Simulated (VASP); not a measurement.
Write the native input for VASP 6.6.1 that does the following.

- Task: single point
- Functional: PBEsol
- Potentials or basis: VASP PAW PBE potentials, release 64 (Pb_d, S)
- Cutoff: 520 eV
- k mesh: 6 × 6 × 6
- Occupations: gaussian, width 0.01 eV
- Spin: no spin polarisation
- Dipole correction: no
- Further INCAR settings: ALGO = Normal; EDIFF = 1e-07; NBANDS = 28

The structure of PbS lies in POSCAR:

```
PbS
1.0
    2.0422981872     -5.8828331888      0.0000000000
    2.0422981872      5.8828331888      0.0000000000
    0.0000000000      0.0000000000      4.2018500902
Pb S
2 2
Direct
    0.8694366500      0.1305633500      0.7500000000
    0.1305633500      0.8694366500      0.2500000000
    0.6452029100      0.3547970900      0.7500000000
    0.3547970900      0.6452029100      0.2500000000
```

The input as run:

INCAR

```
SYSTEM = PbS
  ALGO = Normal
  EDIFF = 1E-7
  ENCUT = 520
  GGA = PS
  ISIF = 2
  ISMEAR = 0
  LASPH = .TRUE.
  LCHARG = .FALSE.
  LREAL = .FALSE.
  LWAVE = .FALSE.
  NBANDS = 28
  NELM = 60
  PREC = Accurate
  SIGMA = 0.01
```

KPOINTS

```
k-points
0
G
  6 6 6
  0 0 0
```

Potentials or basis: VASP PAW PBE potentials, release 64 (Pb_d, S).

Run with:

```sh
$ cat potpaw_PBE.64/Pb_d/POTCAR potpaw_PBE.64/S/POTCAR > POTCAR
$ mpirun -np 1 vasp_std > vasp.out
```

Results of the run:

| Property | Result |
| --- | --- |
| Pressure | 1.2 GPa |
| Largest force | 0.318 eV/Å |
| Band gap on the k mesh | 1.00 eV (least direct gap 1.25 eV) |

Caveat: the PAW data sets were made with another functional, which shifts forces and pressure a little; spin-orbit coupling is left out, which moves the levels of the heavy elements.

Run time: 85 s on 1 thread of AMD EPYC 9R45 96-Core Processor (Zen 5), on a shared host, peak memory 0.29 GiB.
